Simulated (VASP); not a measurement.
# Al (Im-3m) in VASP: a series of runs, part 2 of 2

VASP 6.6.1.

**3. Single point, PBE+D3(BJ)**

This run uses another cell than the first one, of 17.40 Å³/atom, 1.080 times its volume.

File INCAR:

```
PREC     = Accurate       # precision mode
ENCUT    = 500            # plane-wave cutoff, eV
EDIFF    = 1E-6           # SCF threshold, eV
ISMEAR   = 1              # smearing method
SIGMA    = 0.019          # smearing width, eV
LREAL    = False          # projectors in reciprocal space
LASPH    = True           # aspherical terms in the spheres
NELM     = 120            # most SCF steps
ALGO     = Normal         # electronic algorithm
ISIF     = 2              # what is computed and relaxed
LWAVE    = False          # write WAVECAR
LCHARG   = False          # write CHGCAR
GGA      = PE             # functional
IVDW     = 12             # dispersion correction
NBANDS   = 8              # bands
GGA_COMPAT= False
```

File KPOINTS:

```
Automatic mesh
0
Gamma
  10 10 10
```

File POSCAR:

```
Al
1.0
   -1.6325674115      1.6325674115      1.6325674115
    1.6325674115     -1.6325674115      1.6325674115
    1.6325674115      1.6325674115     -1.6325674115
Al
1
Direct
    0.0000000000      0.0000000000      0.0000000000
```

Potentials or basis: VASP PAW PBE potentials, release 64 (Al).

Run with:

```
$ cat potpaw_PBE.64/Al/POTCAR > POTCAR
$ mpirun -np 1 vasp_std > vasp.out
```

Run time: 12 s. Hardware: 1 thread of AMD EPYC 7R13, shared host; peak memory 0.11 GiB.

It converged, with:

| Quantity | Value |
| --- | --- |
| Free energy | -3.9811 eV |
| Pressure | -4.5 GPa |
| Dispersion energy per atom | -0.318 eV |

Levels at points of the mesh, in eV from the Fermi level:
```csv
k point,band 1,band 2,band 3,band 4,band 5
"(0.00, 0.00, 0.00)",-10.75,12.97,12.97,12.97,13.96
"(0.50, 0.00, 0.00)",-4.10,-3.79,7.78,8.16,9.63
"(0.50, 0.50, 0.50)",1.80,1.80,1.80,3.08,3.08
```

Caveat: three body term missing; pairwise dispersion overbinds metals, which lowers pressure and volume.

**4. Single point, PBE**

File INCAR:

```
ALGO = Normal
EDIFF = 1E-6
ENCUT = 500
GGA = PE
GGA_COMPAT = F
ISIF = 2
ISMEAR = 0
LASPH = T
LCHARG = T
LELF = T
LREAL = F
LVHAR = T
LWAVE = F
NBANDS = 8
NELM = 120
PREC = Accurate
SIGMA = 0.1
```

File KPOINTS:

```
k-points
0
Gamma
  10 10 10
```

File POSCAR:

```
Al
1.0
   -1.5912186900      1.5912186900      1.5912186900
    1.5912186900     -1.5912186900      1.5912186900
    1.5912186900      1.5912186900     -1.5912186900
Al
1
Direct
    0.0000000000      0.0000000000      0.0000000000
```

Run with:

```
$ cat potpaw_PBE.64/Al/POTCAR > POTCAR
$ mpirun -np 1 vasp_std > vasp.out
```

Wall time 9.7 s (1 thread of AMD EPYC 7R13, shared host); peak memory 0.09 GiB.

The run converged. Its results:

| Property | Result |
| --- | --- |
| Free energy | -3.6555 eV |
| Pressure | 4.3 GPa |

Levels at points of the mesh, in eV from the Fermi level:
```csv
k point,band 1,band 2,band 3,band 4
"(0.00, 0.00, 0.00)",-11.26,13.45,13.45,13.45
"(0.50, 0.00, 0.00)",-4.37,-3.85,8.36,8.38
"(0.50, 0.50, 0.50)",1.94,1.94,1.94,2.98
```

**5. Single point, PBE**

File INCAR:

```
  PREC = Accurate
  ENCUT = 500
  EDIFF = 1E-6
  ISMEAR = 1
  SIGMA = 0.011
  LREAL = F
  LASPH = T
  NELM = 120
  ALGO = Normal
  ISIF = 2
  LWAVE = F
  LCHARG = F
  GGA = PE
  NBANDS = 8
  GGA_COMPAT = F
```

File KPOINTS:

```
Automatic mesh
0
Gamma
  10 10 10
```

POSCAR is that of step 4.

Potentials or basis: VASP PAW PBE potentials, release 64 (Al).

Run with:

```
$ cat potpaw_PBE.64/Al/POTCAR > POTCAR
$ mpirun -np 1 vasp_std > vasp.out
```

OUTCAR:

```text
PREC = Accurate
   ENCUT = 500
   EDIFF = 1E-6
   ISMEAR = 1
   LREAL = F
   LASPH = T
   NELM = 120
   ISIF = 2
   GGA = PE

 ion  position               nearest neighbor table
   1  0.000  0.000  0.000-

  LATTYP: Found a body centered cubic cell.
 ALAT       =     3.1824373800

  Lattice vectors:

 A1 = (  -1.5912186900,   1.5912186900,   1.5912186900)
 A2 = (   1.5912186900,  -1.5912186900,   1.5912186900)
 A3 = (   1.5912186900,   1.5912186900,  -1.5912186900)

Analysis of symmetry for initial positions (statically):
=====================================================================
 Subroutine PRICEL returns:
 Original cell was already a primitive cell.

 Routine SETGRP: Setting up the symmetry group for a
 body centered cubic supercell.

 Subroutine GETGRP returns: Found 48 space group operations
 (whereof 48 operations were pure point group operations)
 out of a pool of 48 trial point group operations.

The static configuration has the point symmetry O_h .

Analysis of symmetry for dynamics (positions and initial velocities):
=====================================================================
 Subroutine PRICEL returns:
 Original cell was already a primitive cell.

 Routine SETGRP: Setting up the symmetry group for a
 body centered cubic supercell.

 Subroutine GETGRP returns: Found 48 space group operations
 (whereof 48 operations were pure point group operations)
 out of a pool of 48 trial point group operations.

The dynamic configuration has the point symmetry O_h .

 Subroutine INISYM returns: Found 48 space group operations
 (whereof 48 operations are pure point group operations),
 and found     1 'primitive' translations

----------------------------------------------------------------------------------------

                                     Primitive cell

  volume of cell :      16.1157

  direct lattice vectors                    reciprocal lattice vectors
[... 101 lines left out ...]
   EFERMI_NEDOS =   21; number of points for ismear=-14 and -15
   IALGO  =     38    algorithm
   IMIX   =      4    mixing-type and parameters
     AMIX     =   0.40;   BMIX     =  1.00
     AMIX_MAG =   1.60;   BMIX_MAG =  1.00
  volume/ion in A,a.u.               =      16.12       108.75
  Fermi-wavevector in a.u.,A,eV,Ry     =   0.934757  1.766435 11.888371  0.873771
  Thomas-Fermi vector in A             =   2.061595
   LORBIT       =      0    0 simple, 1 ext, 2 COOP (PROOUT), +10 PAW based schemes
   GGA     = PE    functional components
   LHFCALC =     F    Hartree Fock is set to
   AEXX    =    0.0000 exact exchange contribution
   IVDW    =     0    specifies the selected vdW correction
   LEPSILON=     F    determine dielectric tensor
   LRPA    =     F    only Hartree local field effects (RPA)
 non-spin polarized calculation
 Methfessel and Paxton  Order N= 1 SIGMA  =   0.01
  energy-cutoff  :      500.00
  volume of cell :       16.12
 maximum number of plane-waves:       420
   NGX =  9   NGY =  9   NGZ =  9

 number of electron       3.0000000 magnetization

 Free energy of the ion-electron system (eV)
  ---------------------------------------------------
  ext. energy  EPLUGINS =         0.00000000
  ---------------------------------------------------
  free energy    TOTEN  =        -3.65411427 eV

  energy without entropy =       -3.65405357  energy(sigma->0) =       -3.65409404

 E-fermi :   8.2306     XC(G=0): -10.2862

 val. band max:        8.1689768160   @ k =   0.5000   0.5000   0.4000
 cond. band min:       8.2333792168   @ k =  -0.4000   0.4000   0.2000
 fundamental gap:      0.0644024007
 Fermi energy:         8.2305725064

 k-point     1 :       0.0000    0.0000    0.0000
  band No.  band energies     occupation
      1      -3.0447      2.00000
      2      21.6657      0.00000
      3      21.6657      0.00000
      4      21.6657      0.00000
      5      23.3066      0.00000
      6      23.3066      0.00000
      7      23.3066      0.00000
      8      24.7549      0.00000
[... 243 lines left out ...]
 k-point    24 :      -0.3000    0.3000    0.1000
  band No.  band energies     occupation
      1      -0.1498      2.00000
      2      10.9375      0.00000
      3      15.2789      0.00000
      4      17.6821      0.00000
      5      20.4137      0.00000
      6      21.3503      0.00000
      7      23.9221      0.00000
      8      29.7957      0.00000

 [... further k-points ...]
[... 5 lines left out ...]
  --------------------------------------------------------------------------------------
  -------------------------------------------------------------------------------------
  Total        0.4264198      0.4264198      0.4264198      0.0000000     -0.0000000     -0.0000000
  in kB       42.3934126     42.3934126     42.3934126      0.0000000     -0.0000000     -0.0000000
  external PRESSURE =      42.3934126 kB  Pullay stress =       0.0000000 kB

 VOLUME and BASIS-vectors are now :
 -----------------------------------------------------------------------------
  energy-cutoff  :      500.00
  volume of cell :       16.12
      direct lattice vectors                 reciprocal lattice vectors
    -1.591218690  1.591218690  1.591218690     0.000000000  0.314224565  0.314224565
     1.591218690 -1.591218690  1.591218690     0.314224565  0.000000000  0.314224565
     1.591218690  1.591218690 -1.591218690     0.314224565  0.314224565  0.000000000

 POSITION                                       TOTAL-FORCE (eV/Angst)
 -----------------------------------------------------------------------------------
      0.00000      0.00000      0.00000        -0.000000     -0.000000      0.000000
 -----------------------------------------------------------------------------------
    total drift:                                0.000000     -0.000000      0.000000

  FREE ENERGIE OF THE ION-ELECTRON SYSTEM (eV)
  ---------------------------------------------------
  free  energy   TOTEN  =        -3.6541142678 eV

  energy  without entropy=       -3.6540535747  energy(sigma->0) =       -3.65409404
```

It took 8.8 s on 1 thread of AMD EPYC 7R13, shared host; peak memory 0.09 GiB.

Results:

| Item | Value |
| --- | --- |
| Free energy | -3.6541 eV |
| Pressure | 4.2 GPa |

**6. Single point, BLYP**

File INCAR:

```
SYSTEM = Al
AGGAC = 1.0 ; AGGAX = 1.0
ALDAC = 0.0 ; ALDAX = 1.0
ALGO = Normal ; EDIFF = 1E-6
ENCUT = 500 ; GGA = B5
GGA_COMPAT = .FALSE. ; ISIF = 2
ISMEAR = 0 ; LASPH = .TRUE.
LCHARG = .TRUE. ; LELF = .TRUE.
LREAL = .FALSE. ; LVHAR = .TRUE.
LWAVE = .FALSE. ; NBANDS = 8
NELM = 120 ; PREC = Accurate
SIGMA = 0.1
```

File KPOINTS:

```
k-points
0
G
  10 10 10
  0 0 0
```

POSCAR is that of step 5.

Potentials or basis: VASP PAW PBE potentials, release 64 (Al).

Run with:

```
$ cat potpaw_PBE.64/Al/POTCAR > POTCAR
$ mpirun -np 1 vasp_std > vasp.out
```

Run time: 15 s. Hardware: 1 thread of AMD EPYC 7R13, shared host; peak memory 0.09 GiB.

The run converged. Its results:

* Free energy: -2.5934 eV
* Pressure: 8.2 GPa

Levels at points of the mesh, in eV from the Fermi level:
```tsv
k point	band 1	band 2	band 3	band 4
(0.00, 0.00, 0.00)	-11.25	13.35	13.35	13.35
(0.50, 0.00, 0.00)	-4.32	-3.91	8.19	8.38
(0.50, 0.50, 0.50)	1.87	1.87	1.87	3.16
```

Caveat: the PAW data sets were made with another functional, which shifts forces and pressure a little.

**7. Overview**

```tsv
level	cell	smearing	gap on the mesh (eV)	pressure (GPa)
PBE	a = 2.756 Å, angles 109.5°, 1 atom	tetrahedron	none	3.4
PBE+D3(BJ)	a = 2.828 Å, angles 109.5°, 1 atom	methfessel-paxton 0.019 eV	none	-4.5
PBE	a = 2.756 Å, angles 109.5°, 1 atom	gaussian 0.1 eV	none	4.3
PBE	a = 2.756 Å, angles 109.5°, 1 atom	methfessel-paxton 0.011 eV	none	4.2
BLYP	a = 2.756 Å, angles 109.5°, 1 atom	gaussian 0.1 eV	none	8.2
```

Alike in all rows: task single point; potentials or basis VASP PAW PBE potentials, release 64 (Al); no spin polarisation; k mesh 10 × 10 × 10; cutoff (eV) 500.

Every run on the cell as given and a fine mesh finds a metal. The pressure there spans 3.4 GPa (PBE) to 8.2 GPa (BLYP); a positive pressure means that this level wants a larger cell, a negative one a smaller.

Caveats: three body term missing (some runs); pairwise dispersion overbinds metals, which lowers pressure and volume (some runs); the PAW data sets were made with another functional, which shifts forces and pressure a little (some runs).

Total energies depend on the potentials used, so only differences within one code and one set of settings carry meaning.
